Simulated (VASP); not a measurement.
A run of VASP 6.6.1:

INCAR

```
SYSTEM = Al8N7
  ALGO = Normal
  EDIFF = 1E-6
  ENCUT = 520
  GGA = PE
  ISIF = 2
  ISMEAR = 0
  LASPH = .True.
  LCHARG = .True.
  LELF = .True.
  LREAL = Auto
  LVHAR = .True.
  LWAVE = .False.
  NBANDS = 42
  NELECT = 58.0
  NELM = 80
  PREC = Accurate
  SIGMA = 0.01
```

File KPOINTS:

```
k-points
0
Gamma
  2 2 2
  0 0 0
```

File POSCAR:

```
Al8N7
1.0
    0.0000000000      0.0000000000      5.0179604231
   -3.1302455677     -5.4217443634      0.0000000000
    6.2604911353      0.0000000000      0.0000000000
Al N
8 7
Direct
    0.9849835033      0.1673950355      0.8335891707
    1.0008066348      0.1643102278      0.3320476881
    1.0007417136      0.6690854543      0.8367893444
    1.0007198027      0.6690722916      0.3320218983
    0.5035051311      0.3379986986      0.1747592590
    0.5035200720      0.3379766570      0.6630424163
    0.5041639892      0.8340809946      0.1669295586
    0.5032226253      0.8265938277      0.6631725788
    0.3826654594      0.1670739353      0.3334582773
    0.3826503591      0.6676116762      0.8339821203
    0.3826233812      0.6676066665      0.3333845199
    0.8836856869      0.3337048074      0.1661211989
    0.8836931261      0.3337154122      0.6673709395
    0.8831694046      0.8341727386      0.1669615102
    0.8835549397      0.8349700002      0.6673526147
```

Potentials or basis: VASP PAW PBE potentials, release 64 (Al, N).

Command:

```sh
$ cat potpaw_PBE.64/Al/POTCAR potpaw_PBE.64/N/POTCAR > POTCAR
$ mpirun -np 1 vasp_std > vasp.out
```

Hardware: 1 thread of Intel Xeon 6975P-C, on a shared host.

Question: Estimate the wall time of this run.

Answer: Run time: 68 s on 1 thread of Intel Xeon 6975P-C (shared host), peak memory 0.3 GiB. Counts: scf iterations 15, k points 8.
